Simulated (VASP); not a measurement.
# Be in VASP: a series of runs, part 2 of 2

VASP 6.6.1. Earlier steps stand in the parts before.

## 4. Single point, revPBE (volume scaled by 1.25)

The input, INCAR:

```
SYSTEM = Be
  ALGO = Fast
  EDIFF = 1E-6
  ENCUT = 520
  GGA = RE
  ISIF = 2
  ISMEAR = -1
  LASPH = .TRUE.
  LCHARG = .FALSE.
  LREAL = .FALSE.
  LWAVE = .FALSE.
  NBANDS = 7
  NELM = 100
  PREC = Accurate
  SIGMA = 0.1
```

The input, KPOINTS:

```
k-points
0
G
  15 15 15
  0 0 0
```

The input, POSCAR:

```
Be
1.0
    2.3380670200      0.0000000000      0.0000000000
   -0.7793556732      2.2043507263      0.0000000000
   -0.7793556732     -1.1021753628      1.9090237281
Be
1
Direct
    0.0000000000      0.0000000000      0.0000000000
```

Potentials or basis: VASP PAW PBE potentials, release 64 (Be).

Command:

```
cat potpaw_PBE.64/Be/POTCAR > POTCAR
mpirun -np 1 vasp_std > vasp.out
```

OUTCAR:

```text
SYSTEM = Be
   EDIFF = 1E-6
   ENCUT = 520
   GGA = RE
   ISIF = 2
   ISMEAR = -1
   LASPH = .TRUE.
   LREAL = .FALSE.
   NELM = 100
   PREC = Accurate

 ion  position               nearest neighbor table
   1  0.000  0.000  0.000-

  LATTYP: Found a body centered cubic cell.
 ALAT       =     2.6997672468

  Lattice vectors:

 A1 = (   2.3380670200,   0.0000000000,   0.0000000000)
 A2 = (  -0.7793556732,   2.2043507263,   0.0000000000)
 A3 = (  -0.7793556732,  -1.1021753628,   1.9090237281)

Analysis of symmetry for initial positions (statically):
=====================================================================
 Subroutine PRICEL returns:
 Original cell was already a primitive cell.

 Routine SETGRP: Setting up the symmetry group for a
 body centered cubic supercell.

 Subroutine GETGRP returns: Found 48 space group operations
 (whereof 48 operations were pure point group operations)
 out of a pool of 48 trial point group operations.

The static configuration has the point symmetry O_h .

Analysis of symmetry for dynamics (positions and initial velocities):
=====================================================================
 Subroutine PRICEL returns:
 Original cell was already a primitive cell.

 Routine SETGRP: Setting up the symmetry group for a
 body centered cubic supercell.

 Subroutine GETGRP returns: Found 48 space group operations
 (whereof 48 operations were pure point group operations)
 out of a pool of 48 trial point group operations.

The dynamic configuration has the point symmetry O_h .

 Subroutine INISYM returns: Found 48 space group operations
 (whereof 48 operations are pure point group operations),
 and found     1 'primitive' translations

----------------------------------------------------------------------------------------

                                     Primitive cell

  volume of cell :       9.8390

  direct lattice vectors                    reciprocal lattice vectors
     2.338067020  0.000000000  0.000000000     0.427703736  0.151216106  0.261913979
    -0.779355673  2.204350726  0.000000000     0.000000000  0.453648318  0.261913979
    -0.779355673 -1.102175363  1.909023728     0.000000000  0.000000000  0.523827957

  length of vectors
     2.338067020  2.338067020  2.338067020     0.523827957  0.523827957  0.523827957

  position of ions in fractional coordinates (direct lattice)
     0.000000000  0.000000000  0.000000000

  ion indices of the primitive-cell ions
   primitive index   ion index
                 1           1

----------------------------------------------------------------------------------------

 KPOINTS: k-points

Automatic generation of k-mesh.
 Grid dimensions read from file:
 generate k-points for:   15   15   15

 Generating k-lattice:

  Cartesian coordinates                     Fractional coordinates (reciprocal lattice)
     0.028513582  0.010081074  0.017460932     0.066666667  0.000000000  0.000000000
     0.000000000  0.030243221  0.017460932     0.000000000  0.066666667  0.000000000
     0.000000000  0.000000000  0.034921864     0.000000000  0.000000000  0.066666667

  Length of vectors
     0.034921864  0.034921864  0.034921864

  Shift w.r.t. Gamma in fractional coordinates (k-lattice)
     0.000000000  0.000000000  0.000000000

 Subroutine IBZKPT returns following result:
 ===========================================

 Found    120 irreducible k-points:

 Following reciprocal coordinates:
            Coordinates               Weight
  0.000000  0.000000  0.000000      1.000000
  0.066667  0.000000  0.000000     12.000000
  0.133333  0.000000  0.000000     12.000000
  0.200000  0.000000  0.000000     12.000000
  0.266667  0.000000  0.000000     12.000000
  0.333333  0.000000  0.000000     12.000000
[... 16 lines left out ...]
  0.333333  0.200000  0.000000     48.000000
  0.400000  0.200000  0.000000     24.000000
 [... further k-points ...]
   k-points           NKPTS =    120   k-points in BZ     NKDIM =    120   number of bands    NBANDS=      7
   number of dos      NEDOS =    301   number of ions     NIONS =      1
   total plane-waves  NPLWV =   5832
   dimension x,y,z NGX =    18 NGY =   18 NGZ =   18
   dimension x,y,z NGXF=    36 NGYF=   36 NGZF=   36
   ions per type =               1
   NGX,Y,Z   is equivalent  to a cutoff of  12.80, 12.80, 12.80 a.u.
   NGXF,Y,Z  is equivalent  to a cutoff of  25.60, 25.60, 25.60 a.u.
 SYSTEM =  Be
   PREC   = accura    normal or accurate (medium, high low for compatibility)
   ISTART =      0    job   : 0-new  1-cont  2-samecut
   ICHARG =      2    charge: 1-file 2-atom 10-const
   ISPIN  =      1    spin polarized calculation?
   LNONCOLLINEAR =      F non collinear calculations
   LSORBIT =      F    spin-orbit coupling
   LASPH  =      T    aspherical Exc in radial PAW
   ENCUT  =  520.0 eV  38.22 Ry    6.18 a.u.   4.35  4.35  4.35*2*pi/ulx,y,z
   NELM   =    100;   NELMIN=  2; NELMDL= -5     # of ELM steps
   EDIFF  = 0.1E-05   stopping-criterion for ELM
   LREAL  =      F    real-space projection
   EDIFFG = 0.1E-04   stopping-criterion for IOM
   NSW    =      0    number of steps for IOM
   IBRION =     -1    ionic relax: 0-MD 1-quasi-New 2-CG
   NFREE  =      0    steps in history (QN), initial steepest desc. (CG)
   ISIF   =      2    stress and relaxation
   ISYM   =      2    0-nonsym 1-usesym 2-fastsym
   POTIM  = 0.5000    time-step for ionic-motion
   TEBEG  =    0.0;   TEEND  =   0.0 temperature during run
   PSTRESS=    0.0 pullay stress
   NELECT =       2.0000    total number of electrons
   NUPDOWN=      -1.0000    fix difference up-down
   EMIN   =  10.00;   EMAX   =-10.00  energy-range for DOS
   EFERMI =   0.00;   METHOD = LEGACY
   ISMEAR =    -1;   SIGMA  =   0.10  broadening in eV -4-tet -1-fermi 0-gaus
   EFERMI_NEDOS =   21; number of points for ismear=-14 and -15
   IALGO  =     68    algorithm
   IMIX   =      4    mixing-type and parameters
     AMIX     =   0.40;   BMIX     =  1.00
     AMIX_MAG =   1.60;   BMIX_MAG =  1.00
  volume/ion in A,a.u.               =       9.84        66.40
  Fermi-wavevector in a.u.,A,eV,Ry     =   0.962576  1.819005 12.606521  0.926553
  Thomas-Fermi vector in A             =   2.092047
   LORBIT       =      0    0 simple, 1 ext, 2 COOP (PROOUT), +10 PAW based schemes
   GGA     = RE    functional components
   LHFCALC =     F    Hartree Fock is set to
   AEXX    =    0.0000 exact exchange contribution
   IVDW    =     0    specifies the selected vdW correction
   LEPSILON=     F    determine dielectric tensor
   LRPA    =     F    only Hartree local field effects (RPA)
 non-spin polarized calculation
 RMM-DIIS sequential band-by-band and
  energy-cutoff  :      520.00
  volume of cell :        9.84
 maximum number of plane-waves:       272
 NGX is ok and might be reduce to    18
   NGX =  9   NGY =  9   NGZ =  9

 number of electron       2.0000000 magnetization

 Free energy of the ion-electron system (eV)
  ---------------------------------------------------
  ext. energy  EPLUGINS =         0.00000000
  ---------------------------------------------------
  free energy    TOTEN  =        -3.34289000 eV

  energy without entropy =       -3.33379668  energy(sigma->0) =       -3.33834334

 E-fermi :   6.0580     XC(G=0):  -9.9177

 val. band max:        6.0131094216   @ k =   0.4667   0.0667   0.0000
 cond. band min:       6.0880774868   @ k =  -0.4000  -0.4000   0.2000
 fundamental gap:      0.0749680652
 Fermi energy:         6.0580262463

 k-point     1 :       0.0000    0.0000    0.0000
  band No.  band energies     occupation
      1      -4.7731      2.00000
      2      22.4401      0.00000
      3      22.4401      0.00000
      4      22.4401      0.00000
      5      32.7405      0.00000
      6      32.7405      0.00000
      7      32.7405      0.00000

 k-point     2 :       0.0667    0.0000    0.0000
  band No.  band energies     occupation
      1      -4.6299      2.00000
      2      21.7903      0.00000
      3      21.9465      0.00000
      4      22.2983      0.00000
      5      31.1517      0.00000
      6      31.3480      0.00000
      7      33.5852      0.00000
[... 201 lines left out ...]
 k-point    23 :       0.3333    0.2000    0.0000
  band No.  band energies     occupation
      1       2.0187      2.00000
      2       7.5128      0.00000
      3      12.4379      0.00000
      4      17.5144      0.00000
      5      28.8250      0.00000
      6      30.3856      0.00000
      7      35.9910      0.00000

 k-point    24 :       0.4000    0.2000    0.0000
  band No.  band energies     occupation
      1       3.0118      2.00000
      2       6.2400      0.27890
      3      12.2701      0.00000
      4      17.3903      0.00000
      5      28.8221      0.00000
      6      30.8544      0.00000
      7      35.3983      0.00000

 [... further k-points ...]
[... 5 lines left out ...]
  --------------------------------------------------------------------------------------
  -------------------------------------------------------------------------------------
  Total       -1.0345909     -1.0345909     -1.0345909     -0.0000000     -0.0000000     -0.0000000
  in kB     -168.4729747   -168.4729747   -168.4729747     -0.0000000     -0.0000000     -0.0000000
  external PRESSURE =    -168.4729747 kB  Pullay stress =       0.0000000 kB

 VOLUME and BASIS-vectors are now :
 -----------------------------------------------------------------------------
  energy-cutoff  :      520.00
  volume of cell :        9.84
      direct lattice vectors                 reciprocal lattice vectors
     2.338067020  0.000000000  0.000000000     0.427703736  0.151216106  0.261913979
    -0.779355673  2.204350726  0.000000000     0.000000000  0.453648318  0.261913979
    -0.779355673 -1.102175363  1.909023728     0.000000000  0.000000000  0.523827957

 POSITION                                       TOTAL-FORCE (eV/Angst)
 -----------------------------------------------------------------------------------
      0.00000      0.00000      0.00000         0.000000      0.000000      0.000000
 -----------------------------------------------------------------------------------
    total drift:                                0.000000     -0.000000      0.000000

  FREE ENERGIE OF THE ION-ELECTRON SYSTEM (eV)
  ---------------------------------------------------
  free  energy   TOTEN  =        -3.3428899986 eV

  energy  without entropy=       -3.3337966777  energy(sigma->0) =       -3.33834334
```

Run time: 3.9 s. Hardware: 1 thread of AMD EPYC 9R45 (Zen 5), shared host; peak memory 0.09 GiB.

Results:

```
Free energy            : -3.3429 eV
Pressure               : -16.8 GPa
Band gap on the k mesh : zero (band 1 reaches 8.81 eV, above the bottom of band 2 at 5.12 eV)
```

Caveat: the PAW data sets were made with another functional, which shifts forces and pressure a little.

## 5. Single point, BLYP (the cell strained at random)

The input, INCAR:

```
  PREC = Accurate
  ENCUT = 520
  EDIFF = 1E-6
  ISMEAR = 1
  SIGMA = 0.1
  LREAL = F
  LASPH = T
  NELM = 100
  ALGO = Normal
  ISIF = 2
  LWAVE = F
  LCHARG = T
  GGA = B5
  ALDAX = 1.0
  AGGAX = 1.0
  AGGAC = 1.0
  ALDAC = 0.0
  LELF = T
  LVHAR = T
  NBANDS = 7
```

The input, KPOINTS:

```
regular mesh
0
Gamma
  11 11 11
```

The input, POSCAR:

```
Be
1.0
   -1.2625510000      1.2238000000      1.2869020000
    1.2457590000     -1.2355560000      1.2818670000
    1.2544850000      1.2274900000     -1.2986590000
Be
1
Direct
   -0.0036270000      0.0020660000      0.0020780000
```

Command:

```
cat potpaw_PBE.64/Be/POTCAR > POTCAR
mpirun -np 1 vasp_std > vasp.out
```

It took 20 s on 1 thread of AMD EPYC 7R13 (Zen 3), shared host; peak memory 0.1 GiB.

The run converged. Its results:

```
Free energy            : -2.9888 eV
Pressure               : -0.4 GPa
Band gap on the k mesh : zero (band 1 reaches 11.41 eV, above the bottom of band 2 at 7.32 eV)
```

Stress tensor (GPa, compression positive):
```
-1.68  1.23  2.13
 1.23 -0.34  1.46
 2.13  1.46  0.77
```

Levels at points of the mesh, in eV from the Fermi level:
```csv
k point,band 1,band 2,band 3,band 4,band 5,band 6
"(0.00, 0.00, 0.00)",-12.01,18.78,19.12,19.42,29.90,30.83
```

Caveat: the cell differs from its parent crystal (the cell strained at random); the PAW data sets were made with another functional, which shifts forces and pressure a little.

## 6. Single point, LDA

The input, INCAR:

```
PREC     = Accurate       # precision mode
ENCUT    = 520            # plane-wave cutoff, eV
EDIFF    = 1E-6           # SCF threshold, eV
ISMEAR   = -1             # smearing method
SIGMA    = 0.05           # smearing width, eV
LREAL    = False          # projectors in reciprocal space
LASPH    = True           # aspherical terms in the spheres
NELM     = 80             # most SCF steps
ALGO     = Fast           # electronic algorithm
ISIF     = 2              # what is computed and relaxed
LWAVE    = False          # write WAVECAR
LCHARG   = False          # write CHGCAR
GGA      = CA             # functional
NBANDS   = 7              # bands
```

The input, KPOINTS:

```
regular mesh
0
Gamma
  8 8 8
```

The input, POSCAR:

```
Be
1.0
   -1.2531209513      1.2531209513      1.2531209513
    1.2531209513     -1.2531209513      1.2531209513
    1.2531209513      1.2531209513     -1.2531209513
Be
1
Direct
    0.0000000000      0.0000000000      0.0000000000
```

Potentials or basis: VASP PAW LDA potentials, release 64 (Be).

Command:

```
cat potpaw_LDA.64/Be/POTCAR > POTCAR
mpirun -np 1 vasp_std > vasp.out
```

Run time: 1.2 s. Hardware: 1 thread of Intel Xeon Platinum 8259CL at 2.50GHz (Skylake/Cascade Lake), shared host; peak memory 0.1 GiB.

The run converged. Its results:

```yaml
Free_energy: -4.1189 eV
Pressure: -6.0 GPa
Band_gap_on_the_k_mesh: zero (band 1 reaches 11.53 eV, above the bottom of band 2 at 6.74 eV)
```

Levels at points of the mesh, in eV from the Fermi level:
```
           k point  band 1  band 2  band 3  band 4  band 5
(0.00, 0.00, 0.00)  -12.11   18.96   18.96   18.96   30.71
(0.50, 0.00, 0.00)   -5.23    0.47   11.99   15.22   20.45
(0.50, 0.50, 0.50)    3.84    3.84    3.84    9.91    9.91
```

Caveat: the k points lie up to 0.44 Å⁻¹ apart.

## 7. Summary

```csv
task,level,potentials or basis,cell,k mesh,cutoff (eV),smearing,gap on the mesh (eV),pressure (GPa)
single point,PBE,"VASP PAW PBE potentials, release 64 (Be)","a = 2.170 Å, angles 109.5°, 1 atom",15 × 15 × 15,520,gaussian 0.05 eV,none,-0.7
relaxation of cell and atoms,LDA,"VASP PAW LDA potentials, release 64 (Be)","relaxed from a = 2.170 Å, angles 109.5°, 1 atom",15 × 15 × 15,600,gaussian 0.01 eV,none,0.0
single point,revPBE,"VASP PAW PBE potentials, release 64 (Be)","a = 2.338 Å, angles 109.5°, 1 atom",15 × 15 × 15,520,fermi-dirac 0.1 eV,none,-16.8
single point,BLYP,"VASP PAW PBE potentials, release 64 (Be)","a = 2.179, b = 2.173, c = 2.183 Å, angles 109.9, 111.6, 107.6°, 1 atom",11 × 11 × 11,520,methfessel-paxton 0.1 eV,none,-0.4
single point,LDA,"VASP PAW LDA potentials, release 64 (Be)","a = 2.170 Å, angles 109.5°, 1 atom",8 × 8 × 8,520,fermi-dirac 0.05 eV,none,-6.0
```

Alike in all rows: no spin polarisation.

Caveats: some runs use coarse meshes; the PAW data sets were made with another functional, which shifts forces and pressure a little (some runs).

Total energies depend on the potentials used, so only differences within one code and one set of settings carry meaning.
